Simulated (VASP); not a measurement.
A run of VASP 6.6.1 is set up as follows.

Contents of POSCAR:

```
CsI
1.0
    4.6081396334      0.0000000000      0.0000000000
    0.0000000000      4.6081396334      0.0000000000
    0.0000000000      0.0000000000      4.6081396334
Cs I
1 1
Direct
    0.0000000000      0.0000000000      0.0000000000
    0.5000000000      0.5000000000      0.5000000000
```

INCAR.step1

```
SYSTEM = CsI
PREC = Accurate ; ENCUT = 550
ISMEAR = -1 ; SIGMA = 0.02
LREAL = .FALSE. ; LASPH = .TRUE.
NELM = 120 ; NBANDS = 15
GGA = PE ; ALGO = Normal
EDIFF = 1E-5 ; LWAVE = .TRUE.
LCHARG = .FALSE. ; GGA_COMPAT = .FALSE.
```

The input INCAR.step2:

```
SYSTEM = CsI
PREC = Accurate ; ENCUT = 550
EDIFF = 1E-6 ; ISMEAR = -1
SIGMA = 0.02 ; LREAL = .FALSE.
LASPH = .TRUE. ; NELM = 120
ALGO = Normal ; ISIF = 2
LWAVE = .FALSE. ; LCHARG = .FALSE.
METAGGA = R2SCAN ; LMIXTAU = .TRUE.
NBANDS = 15 ; ISTART = 1
GGA_COMPAT = .FALSE.
```

KPOINTS

```
regular mesh
0
G
  6 6 6
  0 0 0
```

Potentials or basis: VASP PAW PBE potentials, release 64 (Cs_sv, I).

Command:

```console
$ cat potpaw_PBE.64/Cs_sv/POTCAR potpaw_PBE.64/I/POTCAR > POTCAR
$ cp INCAR.step1 INCAR
$ mpirun -np 1 vasp_std > vasp.out
$ cp INCAR.step2 INCAR
$ mpirun -np 1 vasp_std > vasp.out
```

Problem. Estimate the pressure.

Solution. 0.1 GPa.

Problem. Estimate the band gap on the k mesh.

Solution. 4.50 eV (least direct gap 4.59 eV).

Caveat: the PAW data sets were made with another functional, which shifts forces and pressure a little; spin-orbit coupling is left out, which moves the levels of the heavy elements. A k mesh can miss the band edges.
